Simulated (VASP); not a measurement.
A run of VASP 6.6.1:

File INCAR:

```
PREC = Accurate
ENCUT = 520
EDIFF = 1E-6
ISMEAR = 1
SIGMA = 0.113
LREAL = F
LASPH = T
NELM = 60
ALGO = Normal
ISIF = 2
LWAVE = F
LCHARG = F
GGA = PS
NBANDS = 35
```

File KPOINTS:

```
regular mesh
0
Gamma
  12 12 4
```

POSCAR

```
MoS2
1.0
    2.9567312971      0.0000000000      0.0000000000
   -1.4783656486      2.5606044154      0.0000000000
    0.0000000000      0.0000000000     14.1917188797
Mo S
2 4
Direct
    0.3333333333      0.6666666667      0.2500000000
    0.6666666667      0.3333333333      0.7500000000
    0.3333333333      0.6666666667      0.6259932117
    0.6666666667      0.3333333333      0.1259932117
    0.3333333333      0.6666666667      0.8740067883
    0.6666666667      0.3333333333      0.3740067883
```

Potentials or basis: VASP PAW PBE potentials, release 64 (Mo_sv, S).

Command:

```bash
$ cat potpaw_PBE.64/Mo_sv/POTCAR potpaw_PBE.64/S/POTCAR > POTCAR
$ mpirun -np 1 vasp_std > vasp.out
```

Hardware: 1 thread of Intel(R) Xeon(R) 6975P-C (Granite Rapids) (shared host).

**Question.** Estimate the wall time of this run.

**Answer.** Run time: 78 s on 1 thread of Intel(R) Xeon(R) 6975P-C (Granite Rapids) (shared host), peak memory 0.34 GiB. Counts: scf iterations 15, k points 57.
